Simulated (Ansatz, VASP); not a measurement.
## One calculation of HfSi, two programs

```
Hf Si
1.0
     3.21351    0.00000    0.00000
     0.00000    3.21351    0.00000
     0.00000    0.00000    3.21351
Hf Si
1 1
Direct
  0.00000 0.00000 0.00000
  0.50000 0.50000 0.50000
```

Alike in both runs: task single point; functional LDA; k mesh 6 × 6 × 6; occupations gaussian, width 0.05 eV; no spin polarisation.

```csv
,VASP,Ansatz
version,VASP 6.6.1,Ansatz 0.2.0
potentials or method,"VASP PAW LDA potentials, release 64 (Hf_pv, Si), cutoff 500 eV","scalar-relativistic, plane waves, PAW"
valence electrons in the cell,14,30
```

VASP gave:

- gap on the k mesh at the Fermi level (eV): none
- pressure (GPa): 1.3

Task: Which values does Ansatz return?

Result: gap on the k mesh at the Fermi level (eV): none; pressure (GPa): 0.9.

LDA's correlation is that of Perdew and Zunger in VASP and of Perdew and Wang (1992) in Ansatz. A gap of «none» marks a metal or a gap that the smearing closes. VASP's potentials hold 14 valence electrons a cell and Ansatz's 30, so a difference there can come from the potentials and not from the codes.

Neither program's run includes spin-orbit coupling.
